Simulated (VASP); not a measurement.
Write the native input for VASP 6.6.1 that does the following.

```yaml
Task: single point
Functional: PBEsol
Potentials_or_basis: VASP PAW PBE potentials, release 64 (Al, N)
Cutoff: 600 eV
k_mesh: 10 × 10 × 10
Occupations: gaussian, width 0.01 eV
Spin: no spin polarisation
Dipole_correction: no
Further_INCAR_settings: ALGO = Normal; EDIFF = 1e-06; NBANDS = 11
```

The structure of AlN lies in POSCAR:

```
AlN
1.0
    0.0000000000      2.1278629793      2.1278629793
    2.1278629793      0.0000000000      2.1278629793
    2.1278629793      2.1278629793      0.0000000000
Al N
1 1
Direct
    0.0000000000      0.0000000000      0.0000000000
    0.7500000000      0.7500000000      0.7500000000
```

One way to write it, as run:

INCAR

```
ALGO     = Normal         # electronic algorithm
EDIFF    = 1E-6           # SCF threshold, eV
ENCUT    = 600            # plane-wave cutoff, eV
GGA      = PS             # functional
GGA_COMPAT= False        
ISIF     = 2              # what is computed and relaxed
ISMEAR   = 0              # smearing method
LASPH    = True           # aspherical terms in the spheres
LCHARG   = True           # write CHGCAR
LELF     = True           # ELF
LREAL    = False          # projectors in reciprocal space
LVHAR    = True         
LWAVE    = False          # write WAVECAR
NBANDS   = 11             # bands
NELM     = 120            # most SCF steps
PREC     = Accurate       # precision mode
SIGMA    = 0.01           # smearing width, eV
```

KPOINTS

```
k-points
0
Gamma
  10 10 10
```

Potentials or basis: VASP PAW PBE potentials, release 64 (Al, N).

The run is started by

```console
$ cat potpaw_PBE.64/Al/POTCAR potpaw_PBE.64/N/POTCAR > POTCAR
$ mpirun -np 1 vasp_std > vasp.out
```

It gave:

```yaml
Pressure: 20.0 GPa
Band_gap_on_the_k_mesh: 3.22 eV (least direct gap 4.84 eV)
```

Caveat: the cell stands under pressure; the PAW data sets were made with another functional, which shifts forces and pressure a little.

Wall time 4.7 s on 1 thread of Intel(R) Xeon(R) 6975P-C (Granite Rapids), with other jobs on the host, peak memory 0.13 GiB.
